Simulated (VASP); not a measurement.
Runs of VASP 6.6.1 on InAs. The structure is that of space group Fm-3m (No. 225), or close to it. The cells are those of the table. 

| task | level | cell | cutoff (eV) | gap on the mesh (eV) | pressure (GPa) | relaxed volume (Å³/atom) |
| --- | --- | --- | --- | --- | --- | --- |
| relaxation of cell and atoms | BLYP+D3(BJ) | relaxed from a = 4.069 Å, angles 60.0°, 2 atoms | 600 | none | 0.0 | (a) |
| single point | BLYP+D4 | a = 4.055 Å, angles 60.0°, 2 atoms | 520 | none | 0.2 | - |
| single point | BLYP+D3(BJ) | a = 4.032 Å, angles 60.0°, 2 atoms | 520 | none | 0.2 | - |
| relaxation of cell and atoms | revPBE+D4 | relaxed from a = 4.069 Å, angles 60.0°, 2 atoms | 600 | none | 0.0 | 22.67 |
| relaxation of cell and atoms | revPBE+D3(BJ) | relaxed from a = 4.069 Å, angles 60.0°, 2 atoms | 600 | none | 0.0 | 22.46 |
| single point | revPBE+D3(BJ) | a = 3.989 Å, angles 60.0°, 2 atoms | 520 | none | 0.1 | - |

Alike in all rows: no spin polarisation; smearing fermi-dirac 0.05 eV.

Question: Estimate the missing entries.

Answer: (a) 23.28.

Caveats: the PAW data sets were made with another functional, which shifts forces and pressure a little; spin-orbit coupling is left out, which moves the levels of the heavy elements.

A k mesh can miss the band edges, and the runs leave out spin-orbit coupling on As, In.

A gap of «none» marks levels without a gap at the run's occupations.
